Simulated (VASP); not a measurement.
# PC (I-4m2) in VASP: single point with PBE

Aim: the single point of PC with PBE.

Program: VASP 6.6.1. These are calculated values, not measurements. Logs are shortened: lines on timing, memory, paths and dates and some standing lists are left out, and cuts for length are marked.

## (1) The cell of the first run

It takes space group I-4m2 (No. 119, tetragonal). The conventional cell has a = 3.397 Å, b = 3.397 Å, c = 3.490 Å, α = 90.00°, β = 90.00°, γ = 90.00°. P (site symmetry -4m2) has 4 C at 1.91 Å within 2.5 Å. Within 2.5 Å of C (site symmetry -4m2) lie 4 P at 1.91 Å.

## (2) Single point, PBE

Input file INCAR:

```
SYSTEM = PC
  PREC = Accurate
  ENCUT = 600
  EDIFF = 1E-6
  ISMEAR = 0
  SIGMA = 0.2
  LREAL = .False.
  LASPH = .True.
  NELM = 120
  ALGO = Normal
  ISIF = 2
  LWAVE = .False.
  LCHARG = .False.
  GGA = PE
  NBANDS = 12
  GGA_COMPAT = .False.
```

Input file KPOINTS:

```
regular mesh
0
Gamma
  8 8 8
  0 0 0
```

Input file POSCAR:

```
PC
1.0
   -1.6982994151      1.6982994151      1.7449057502
    1.6982994151     -1.6982994151      1.7449057502
    1.6982994151      1.6982994151     -1.7449057502
P C
1 1
Direct
    0.2500000000      0.7500000000      0.5000000000
    0.0000000000      0.0000000000      0.0000000000
```

Potentials or basis: VASP PAW PBE potentials, release 64 (P, C).

Run with:

```console
> cat potpaw_PBE.64/P/POTCAR potpaw_PBE.64/C/POTCAR > POTCAR
> mpirun -np 1 vasp_std > vasp.out
```

OUTCAR:

```text
SYSTEM = PC
   PREC = Accurate
   ENCUT = 600
   EDIFF = 1E-6
   ISMEAR = 0
   LREAL = .False.
   LASPH = .True.
   NELM = 120
   ISIF = 2
   GGA = PE

 ion  position               nearest neighbor table
   1  0.250  0.750  0.500-   2 1.91   2 1.91   2 1.91   2 1.91
   2  0.000  0.000  0.000-   1 1.91   1 1.91   1 1.91   1 1.91

  LATTYP: Found a body centered tetragonal cell.
 ALAT       =     3.3965988302
 C/A-ratio  =     1.0274429436

  Lattice vectors:

 A1 = (  -1.6982994151,   1.6982994151,   1.7449057502)
 A2 = (   1.6982994151,  -1.6982994151,   1.7449057502)
 A3 = (   1.6982994151,   1.6982994151,  -1.7449057502)

Analysis of symmetry for initial positions (statically):
=====================================================================
 Subroutine PRICEL returns:
 Original cell was already a primitive cell.

 Routine SETGRP: Setting up the symmetry group for a
 body centered tetragonal supercell.

 Subroutine GETGRP returns: Found  8 space group operations
 (whereof  8 operations were pure point group operations)
 out of a pool of 16 trial point group operations.

The static configuration has the point symmetry D_2d.

Analysis of symmetry for dynamics (positions and initial velocities):
=====================================================================
 Subroutine PRICEL returns:
 Original cell was already a primitive cell.

 Routine SETGRP: Setting up the symmetry group for a
 body centered tetragonal supercell.

 Subroutine GETGRP returns: Found  8 space group operations
 (whereof  8 operations were pure point group operations)
 out of a pool of 16 trial point group operations.

The dynamic configuration has the point symmetry D_2d.

 Subroutine INISYM returns: Found  8 space group operations
 (whereof  8 operations are pure point group operations),
 and found     1 'primitive' translations

----------------------------------------------------------------------------------------

                                     Primitive cell

  volume of cell :      20.1308

  direct lattice vectors                    reciprocal lattice vectors
    -1.698299415  1.698299415  1.744905750     0.000000000  0.294412161  0.286548428
     1.698299415 -1.698299415  1.744905750     0.294412161  0.000000000  0.286548428
     1.698299415  1.698299415 -1.744905750     0.294412161  0.294412161  0.000000000

  length of vectors
     2.968692959  2.968692959  2.968692959     0.410838803  0.410838803  0.416361670

  position of ions in fractional coordinates (direct lattice)
     0.250000000  0.750000000  0.500000000
     0.000000000  0.000000000  0.000000000

[... 82 lines left out ...]
   ISIF   =      2    stress and relaxation
   ISYM   =      2    0-nonsym 1-usesym 2-fastsym
   POTIM  = 0.5000    time-step for ionic-motion
   TEBEG  =    0.0;   TEEND  =   0.0 temperature during run
   PSTRESS=    0.0 pullay stress
   NELECT =       9.0000    total number of electrons
   NUPDOWN=      -1.0000    fix difference up-down
   EMIN   =  10.00;   EMAX   =-10.00  energy-range for DOS
   EFERMI =   0.00;   METHOD = LEGACY
   ISMEAR =     0;   SIGMA  =   0.20  broadening in eV -4-tet -1-fermi 0-gaus
   EFERMI_NEDOS =   21; number of points for ismear=-14 and -15
   IALGO  =     38    algorithm
   IMIX   =      4    mixing-type and parameters
     AMIX     =   0.40;   BMIX     =  1.00
     AMIX_MAG =   1.60;   BMIX_MAG =  1.00
  volume/ion in A,a.u.               =      10.07        67.92
  Fermi-wavevector in a.u.,A,eV,Ry     =   1.251802  2.365562 21.320428  1.567007
  Thomas-Fermi vector in A             =   2.385732
   LORBIT       =      0    0 simple, 1 ext, 2 COOP (PROOUT), +10 PAW based schemes
   GGA     = PE    functional components
   LHFCALC =     F    Hartree Fock is set to
   AEXX    =    0.0000 exact exchange contribution
   IVDW    =     0    specifies the selected vdW correction
   LEPSILON=     F    determine dielectric tensor
   LRPA    =     F    only Hartree local field effects (RPA)
 non-spin polarized calculation
 Gauss-broadening in eV      SIGMA  =   0.20
  energy-cutoff  :      600.00
  volume of cell :       20.13
 maximum number of plane-waves:       688
   NGX = 11   NGY = 11   NGZ = 11

 number of electron       9.0000000 magnetization

 Free energy of the ion-electron system (eV)
  ---------------------------------------------------
  ext. energy  EPLUGINS =         0.00000000
  ---------------------------------------------------
  free energy    TOTEN  =       -12.79996937 eV

  energy without entropy =      -12.78734921  energy(sigma->0) =      -12.79365929

 E-fermi :  11.0234     XC(G=0): -11.8855

 val. band max:       10.9928214376   @ k =  -0.2500   0.3750   0.1250
 cond. band min:      11.0626497833   @ k =  -0.3750   0.3750   0.3750
 fundamental gap:      0.0698283457
 Fermi energy:        11.0234442830

 k-point     1 :       0.0000    0.0000    0.0000
  band No.  band energies     occupation
      1      -8.7161      2.00000
      2       6.9010      2.00000
      3       6.9010      2.00000
      4       9.0263      2.00000
      5      12.4367      0.00000
      6      12.5244      0.00000
      7      14.0981      0.00000
      8      14.0981      0.00000
      9      18.1343      0.00000
     10      22.0635      0.00000
     11      22.8330      0.00000
     12      22.9365      0.00000
[... 331 lines left out ...]
 k-point    24 :       0.3750    0.1250    0.1250
  band No.  band energies     occupation
      1      -4.1637      2.00000
      2      -1.3930      2.00000
      3       2.3580      2.00000
      4       4.9910      2.00000
      5      12.8072      0.00000
      6      14.5121      0.00000
      7      17.1744      0.00000
      8      18.6613      0.00000
      9      22.1972      0.00000
     10      23.8137      0.00000
     11      25.0176      0.00000
     12      27.3266      0.00000

 [... further k-points ...]
[... 5 lines left out ...]
  --------------------------------------------------------------------------------------
  -------------------------------------------------------------------------------------
  Total       -0.1176822     -0.1176822      0.0193947      0.0000000      0.0000000      0.0000000
  in kB       -9.3661442     -9.3661442      1.5435919      0.0000000      0.0000000      0.0000000
  external PRESSURE =      -5.7295655 kB  Pullay stress =       0.0000000 kB

 VOLUME and BASIS-vectors are now :
 -----------------------------------------------------------------------------
  energy-cutoff  :      600.00
  volume of cell :       20.13
      direct lattice vectors                 reciprocal lattice vectors
    -1.698299415  1.698299415  1.744905750     0.000000000  0.294412161  0.286548428
     1.698299415 -1.698299415  1.744905750     0.294412161  0.000000000  0.286548428
     1.698299415  1.698299415 -1.744905750     0.294412161  0.294412161  0.000000000

 POSITION                                       TOTAL-FORCE (eV/Angst)
 -----------------------------------------------------------------------------------
      1.69830      0.00000      0.87245        -0.000000      0.000000     -0.000000
      0.00000      0.00000      0.00000         0.000000     -0.000000      0.000000
 -----------------------------------------------------------------------------------
    total drift:                                0.000000     -0.000000     -0.000000

  FREE ENERGIE OF THE ION-ELECTRON SYSTEM (eV)
  ---------------------------------------------------
  free  energy   TOTEN  =       -12.7999693659 eV

  energy  without entropy=      -12.7873492144  energy(sigma->0) =      -12.79365929
```

OSZICAR:

```text
N       E                     dE             d eps       ncg     rms          rms(c)
DAV:   1     0.136733435609E+02    0.13673E+02   -0.46304E+03  1416   0.732E+02
DAV:   2    -0.127706095536E+02   -0.26444E+02   -0.25156E+02  1840   0.123E+02
DAV:   3    -0.135963895514E+02   -0.82578E+00   -0.82213E+00  1772   0.186E+01
DAV:   4    -0.135996385702E+02   -0.32490E-02   -0.32486E-02  1632   0.141E+00
DAV:   5    -0.135996517175E+02   -0.13147E-04   -0.13148E-04  1812   0.884E-02    0.957E+00
DAV:   6    -0.128181420039E+02    0.78151E+00   -0.30892E+00  1576   0.773E+00    0.467E+00
DAV:   7    -0.128066319975E+02    0.11510E-01   -0.15607E-01  1792   0.251E+00    0.228E+00
DAV:   8    -0.128001592999E+02    0.64727E-02   -0.13057E-02  1644   0.706E-01    0.149E-01
DAV:   9    -0.127999478919E+02    0.21141E-03   -0.15396E-03  1816   0.220E-01    0.653E-02
DAV:  10    -0.127999686899E+02   -0.20798E-04   -0.14938E-04  1660   0.760E-02    0.373E-02
DAV:  11    -0.127999693659E+02   -0.67593E-06   -0.60829E-06  1768   0.144E-02
   1 F= -.12799969E+02 E0= -.12793659E+02  d E =-.126202E-01
```

stdout:

```text
POSCAR found type information on POSCAR P C
 POSCAR found :  2 types and       2 ions
 scaLAPACK will be used
 LDA part: xc-table for (Slater+PW92), standard interpolation
 POSCAR, INCAR and KPOINTS ok, starting setup
 FFT: planning ... GRIDC
 FFT: planning ... GRID_SOFT
 FFT: planning ... GRID
 WAVECAR not read
 entering main loop
```

Wall time 17 s (1 thread of AMD EPYC 7R43 (Zen 3), shared host); peak memory 0.1 GiB.

What came out:

* Free energy: -12.8000 eV
* Pressure: -0.6 GPa
